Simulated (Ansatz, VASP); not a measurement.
## Ni in VASP and in Ansatz

File INCAR:

```
SYSTEM = Ni
PREC = Accurate
ENCUT = 520
EDIFF = 1E-6
ISMEAR = -1
SIGMA = 0.1
LREAL = .FALSE.
LASPH = .TRUE.
NELM = 150
ALGO = Normal
ISIF = 2
LWAVE = .FALSE.
LCHARG = .TRUE.
ISPIN = 2
MAGMOM = 1.5
LORBIT = 11
LMAXMIX = 4
GGA = CA
LELF = .TRUE.
LVHAR = .TRUE.
NBANDS = 15
```

KPOINTS

```
Automatic mesh
0
G
  16 16 16
  0 0 0
```

File POSCAR:

```
Ni
1.0
    0.0000000000      1.7136382935      1.7136382935
    1.7136382935      0.0000000000      1.7136382935
    1.7136382935      1.7136382935      0.0000000000
Ni
1
Direct
    0.0000000000      0.0000000000      0.0000000000
```

Input for Ansatz:

```yaml
crystal:
  lattice:
    - [0.0, 1.7136382935, 1.7136382935]
    - [1.7136382935, 0.0, 1.7136382935]
    - [1.7136382935, 1.7136382935, 0.0]
  atoms:
    - { symbol: Ni, position: [0.0, 0.0, 0.0], spin: 1.5 }
magnetization:
  spin_polarized: true
kpoints:
  mp_grid: { grid: [16, 16, 16] }
scf:
  occupations: { method: fermi_dirac, width: 0.1 }
hamiltonian:
  xc: lda
  pseudopotentials: { kind: paw }
output:
  forces: true
  stress: true
  eigenvalues: true
  populations: true
  write_density: true
  write_potential: true
  elf: true
  volumetric_format: npy
```

Change from the starting cell: volume scaled by 0.92, PAW files.

Alike in both runs: task single point; functional LDA; k mesh 16 × 16 × 16; occupations fermi-dirac, width 0.1 eV; collinear spin.

|  | VASP | Ansatz |
| --- | --- | --- |
| version | VASP 6.6.1 | Ansatz 0.2.0 |
| potentials or method | VASP PAW LDA potentials, release 64 (Ni) | PAW with Ansatz's default frozen-core files, scalar-relativistic |
| plane-wave cutoff (eV) | 520 | 420 |
| valence electrons in the cell | 10 | 18 |

VASP gave:

| Item | Value |
| --- | --- |
| pressure (GPa) | -0.7 |
| net moment per atom (μB) | 0.55 |
| size of the moment on the site where the two differ most (μB) | 0.55 |

**Question.** Estimate Ansatz's values.

**Answer.** Pressure (GPa): -0.6; net moment per atom (μB): 0.57; size of the moment on the site where the two differ most (μB): 0.59.

LDA's correlation is that of Perdew and Zunger in VASP and of Perdew and Wang (1992) in Ansatz. Site moments also hang on the region over which each program counts them. VASP's potentials hold 10 valence electrons a cell and Ansatz's 18, so a difference there can come from the potentials and not from the codes.
